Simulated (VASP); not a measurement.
# Sn8S8O (a cell with a defect) in VASP: further runs, part 2 of 2

VASP 6.6.1.

## Step 3: Single point, LDA, collinear spin, ferromagnetic start

INCAR reads:

```
PREC = Accurate ; ENCUT = 520
EDIFF = 1E-6 ; ISMEAR = -1
SIGMA = 0.05 ; LREAL = Auto
LASPH = True ; NELM = 150
ALGO = Normal ; ISIF = 2
LWAVE = False ; LCHARG = False
ISPIN = 2 ; MAGMOM = 0 0 0 0 0 0 0 0 0 0 0 0 0 0 0 0 1
LORBIT = 11 ; NBANDS = 101
```

KPOINTS reads:

```
regular mesh
0
Gamma
  1 1 1
```

POSCAR reads:

```
Sn8S8O
1.0
    2.0452200000      5.8981200000      4.0903230000
    2.0452200000     -5.8981200000      4.0903230000
    8.1808790000      0.0000000000      0.0000000000
Sn S O
8 8 1
Direct
    0.0310956571      0.7271818677      0.0298446708
    0.5209302905      0.6866271566      0.1754553952
   -0.0155387302      0.7660662558      0.5921864990
    0.5450797631      0.8264745127      0.5737243839
    0.5531121479      0.2766511739      0.3192262664
    1.0441156637      0.2141223777      0.3363485016
    0.5527861817      0.2068115322      0.7750946522
    1.0960316573      0.2344011716      0.8128065663
    0.3143123375      0.5303642320      0.0077070675
    0.3568953596      0.9445911000      0.1668615149
    0.2871657608      0.5426709049      0.5457728264
    0.2883011675      0.9921356097      0.6436136135
    0.7764052219      0.0065158334      0.2034566456
    0.7887267881      0.4525688259      0.4265039715
    0.8029733835      0.0212158065      0.6918024072
    0.8170667838      0.4258912906      0.8753921537
   -0.0661507814      0.9383557393      1.2528175733
```

Potentials or basis: VASP PAW LDA potentials, release 64 (Sn_d, S, O).

Launch:

```
cat potpaw_LDA.64/Sn_d/POTCAR potpaw_LDA.64/S/POTCAR potpaw_LDA.64/O/POTCAR > POTCAR
mpirun -np 1 vasp_gam > vasp.out
```

OUTCAR:

```text
PREC = Accurate
   ENCUT = 520
   EDIFF = 1E-6
   ISMEAR = -1
   LREAL = Auto
   LASPH = True
   NELM = 150
   ISIF = 2
   ISPIN = 2
   LORBIT = 11

 ion  position               nearest neighbor table
   1  0.031  0.727  0.030-  17 2.79   9 2.85  12 2.99  14 3.05  16 3.17  10 3.21   8 3.56   2 3.57
                             3 3.63
   2  0.521  0.687  0.175-  10 2.52   9 2.60  13 2.77  11 2.79   5 3.06   1 3.57   4 3.72
   3  0.984  0.766  0.592-  16 2.64  12 2.68  15 2.77  11 3.13  14 3.25   6 3.27   4 3.46   1 3.63

   4  0.545  0.826  0.574-  12 2.55  11 2.59  15 2.67  13 2.78   5 3.41   3 3.46   7 3.65   6 3.69
                             2 3.72
   5  0.553  0.277  0.319-  14 2.43  12 2.72   2 3.06  13 3.10  10 3.28   4 3.41   7 3.62   6 3.67

   6  0.044  0.214  0.336-  17 2.37  15 2.70   9 2.84  13 2.85  14 3.00   3 3.27   5 3.67   4 3.69

   7  0.553  0.207  0.775-  15 2.64  16 2.69  14 2.71  12 2.86  10 2.97   8 3.40   5 3.62   4 3.65

   8  0.096  0.234  0.813-  11 2.45  16 2.82  15 2.93  12 2.97  13 3.10   7 3.40   1 3.56
   9  0.314  0.530  0.008-   2 2.60   6 2.84   1 2.85
  10  0.357  0.945  0.167-   2 2.52   7 2.97   1 3.21   5 3.28
  11  0.287  0.543  0.546-   8 2.45   4 2.59   2 2.79   3 3.13
  12  0.288  0.992  0.644-   4 2.55   3 2.68   5 2.72   7 2.86   8 2.97   1 2.99
  13  0.776  0.007  0.203-  17 1.50   2 2.77   4 2.78   6 2.85   5 3.10   8 3.10
  14  0.789  0.453  0.427-   5 2.43   7 2.71   6 3.00   1 3.05   3 3.25
  15  0.803  0.021  0.692-   7 2.64   4 2.67   6 2.70   3 2.77   8 2.93
  16  0.817  0.426  0.875-   3 2.64   7 2.69   8 2.82   1 3.17
  17  0.934  0.938  0.253-  13 1.50   6 2.37   1 2.79

  LATTYP: Found a base centered monoclinic cell.
 ALAT       =     9.1462926025
 B/A-ratio  =     1.2897291299
 C/A-ratio  =     0.8944475489
 COS(beta)  =    -0.4472238291

  Lattice vectors:

 A1 = (  -2.0452200000,  -5.8981200000,  -4.0903230000)
 A2 = (  -2.0452200000,   5.8981200000,  -4.0903230000)
 A3 = (   8.1808790000,   0.0000000000,   0.0000000000)

Analysis of symmetry for initial positions (statically):
=====================================================================
[... 305 lines left out ...]
  band No.  band energies     occupation
      1     -16.1309      1.00000
      2     -15.5897      1.00000
      3     -15.5808      1.00000
      4     -15.5496      1.00000
      5     -15.5440      1.00000
      6     -15.5302      1.00000
[... 87 lines left out ...]
     94       9.3170      0.00000
     95       9.3742      0.00000
 [bands above 95 left out]

------------------------ aborting loop because EDIFF is reached ----------------------------------------

  FORCE on cell =-STRESS in cart. coord.  units (eV):
  Direction    XX          YY          ZZ          XY          YZ          ZX
  --------------------------------------------------------------------------------------
  -------------------------------------------------------------------------------------
  Total       -3.3840571     -2.2403244     -7.9404191      2.0754424     -5.2185143      2.8059471
  in kB      -13.7355828     -9.0932748    -32.2294454      8.4240337    -21.1814791     11.3890865
  external PRESSURE =     -18.3527677 kB  Pullay stress =       0.0000000 kB

 VOLUME and BASIS-vectors are now :
 -----------------------------------------------------------------------------
  energy-cutoff  :      520.00
  volume of cell :      394.73
      direct lattice vectors                 reciprocal lattice vectors
     2.045220000  5.898120000  4.090323000     0.000000000  0.084772775  0.122239735
     2.045220000 -5.898120000  4.090323000     0.000000000 -0.084772775  0.122239735
     8.180879000  0.000000000  0.000000000     0.122236254  0.000000000 -0.061119875

 POSITION                                       TOTAL-FORCE (eV/Angst)
 -----------------------------------------------------------------------------------
      1.79500     -4.10560      3.10160         0.874437      0.649466      0.366072
      3.90510     -0.97730      4.93930        -0.527795     -0.525691     -0.016917
      8.42482      1.28812      7.16022        -1.068498      0.775112     -0.380863
      7.49870     -1.65970      5.61010         0.720566      0.453710     -1.314647
      4.30860      1.63060      3.39400        -1.484888     -0.115006     -0.939377
      3.27978     -1.00272      1.05628        -0.141101     -0.479165      1.124077
[... 9 lines left out ...]
      9.70360      2.30720      5.08410         0.608140     -0.157060      0.611600
      5.89734     -0.02658      7.65792         0.883104      4.266527      0.159893
 -----------------------------------------------------------------------------------
    total drift:                                0.004266      0.001132     -0.002542

  FREE ENERGIE OF THE ION-ELECTRON SYSTEM (eV)
  ---------------------------------------------------
  free  energy   TOTEN  =       -85.1773797293 eV

  energy  without entropy=      -85.1773696249  energy(sigma->0) =      -85.17737468

 total charge

# of ion       s       p       d       tot
------------------------------------------
    1        1.360   0.658   9.970  11.989
    2        1.251   0.899  10.027  12.177
    3        1.366   0.717   9.999  12.082
    4        1.336   0.838  10.027  12.201
    5        1.309   0.836  10.011  12.156
    6        1.383   0.704  10.003  12.090
[... 9 lines left out ...]
   16        1.371   2.275   0.000   3.646
   17        1.597   3.491   0.000   5.088
--------------------------------------------------
tot         23.214  28.001  80.050 131.266

 magnetization (x)

# of ion       s       p       d       tot
------------------------------------------
    1       -0.000  -0.000   0.000  -0.000
    2        0.000   0.000   0.000   0.000
    3        0.000  -0.000   0.000  -0.000
    4        0.000  -0.000   0.000  -0.000
    5        0.000   0.000  -0.000   0.000
    6        0.000  -0.000  -0.000  -0.000
[... 9 lines left out ...]
   16       -0.000   0.000   0.000   0.000
   17       -0.000  -0.000   0.000  -0.000
--------------------------------------------------
tot          0.000  -0.000   0.000  -0.000
```

OSZICAR:

```text
N       E                     dE             d eps       ncg     rms          rms(c)
DAV:   1     0.279280326460E+04    0.27928E+04   -0.79210E+04   476   0.256E+03
DAV:   2     0.648289557292E+03   -0.21445E+04   -0.20792E+04   404   0.807E+02
DAV:   3     0.349707486400E+01   -0.64479E+03   -0.61246E+03   470   0.279E+02
DAV:   4    -0.849162353288E+02   -0.88413E+02   -0.86046E+02   504   0.101E+02
DAV:   5    -0.889310798327E+02   -0.40148E+01   -0.39698E+01   480   0.220E+01    0.290E+01
DAV:   6    -0.850137067077E+02    0.39174E+01   -0.11493E+01   584   0.158E+01    0.193E+01
DAV:   7    -0.852335885743E+02   -0.21988E+00   -0.49702E+00   472   0.700E+00    0.714E+00
DAV:   8    -0.851854281932E+02    0.48160E-01   -0.68067E-01   576   0.382E+00    0.353E+00
DAV:   9    -0.851808647047E+02    0.45635E-02   -0.14668E-01   504   0.142E+00    0.112E+00
DAV:  10    -0.851779576069E+02    0.29071E-02   -0.76264E-02   504   0.101E+00    0.633E-01
DAV:  11    -0.851776961924E+02    0.26141E-03   -0.18940E-02   464   0.476E-01    0.382E-01
DAV:  12    -0.851772945780E+02    0.40161E-03   -0.80590E-03   504   0.285E-01    0.163E-01
DAV:  13    -0.851773678183E+02   -0.73240E-04   -0.10437E-03   456   0.121E-01    0.705E-02
DAV:  14    -0.851773807661E+02   -0.12948E-04   -0.16335E-04   504   0.367E-02    0.389E-02
DAV:  15    -0.851773790491E+02    0.17171E-05   -0.16329E-05   472   0.193E-02    0.213E-02
DAV:  16    -0.851773797293E+02   -0.68025E-06   -0.61101E-06   376   0.850E-03
   1 F= -.85177380E+02 E0= -.85177375E+02  d E =-.101045E-04  mag=    -0.0001
```

It took 2 min on 1 thread of Intel Xeon Platinum 8488C (Sapphire Rapids), shared host; peak memory 0.38 GiB.

What came out:

| Property | Result |
| --- | --- |
| Free energy | -85.1774 eV |
| Pressure | -1.8 GPa |
| Largest force | 4.360 eV/Å |
| Band gap on the k mesh | 1.26 eV |
| Net moment | 0.00 μB per cell |
| Valence electrons inside the program's atomic spheres | Sn 11.99, 12.18, 12.08, 12.20, 12.16, 12.09, 12.11, 12.12; S 3.63, 3.70, 3.69, 3.62, 3.66, 3.68, 3.65; O 5.09 |

Forces in eV/Å, atoms in the order of the input:
```
Sn   0.874  0.649  0.366
Sn  -0.528 -0.526 -0.017
Sn  -1.068  0.775 -0.381
Sn   0.721  0.454 -1.315
Sn  -1.485 -0.115 -0.939
Sn  -0.141 -0.479  1.124
Sn   1.106 -0.251 -0.004
Sn   0.641 -0.282 -0.576
S   -0.141 -0.513 -0.289
S   -0.463 -0.615 -0.301
S   -1.198 -0.041 -0.069
S    0.865  0.073  0.579
S   -1.114 -3.666  0.223
S    0.235  0.178  1.261
S    0.206  0.248 -0.433
S    0.608 -0.157  0.612
O    0.883  4.267  0.160
```

Stress tensor (GPa, compression positive):
```
-1.37  0.84  1.14
 0.84 -0.91 -2.12
 1.14 -2.12 -3.22
```

Levels at points of the mesh, in eV from the valence-band top:
Spin up:
```
           k point  band 79  band 80  band 81  band 82  band 83  band 84  band 85  band 86  band 87  band 88
(0.00, 0.00, 0.00)    -0.96    -0.76    -0.45    -0.25     0.00     1.26     1.36     1.60     1.96     2.18
```
Spin down:
| k point | band 80 | band 81 | band 82 | band 83 | band 84 | band 85 | band 86 | band 87 |
| --- | --- | --- | --- | --- | --- | --- | --- | --- |
| (0.00, 0.00, 0.00) | -0.76 | -0.45 | -0.25 | 0.00 | 1.26 | 1.36 | 1.60 | 1.96 |

Caveat: the k points lie up to 0.93 Å⁻¹ apart; spin-orbit coupling is left out, which moves the levels of the heavy elements.
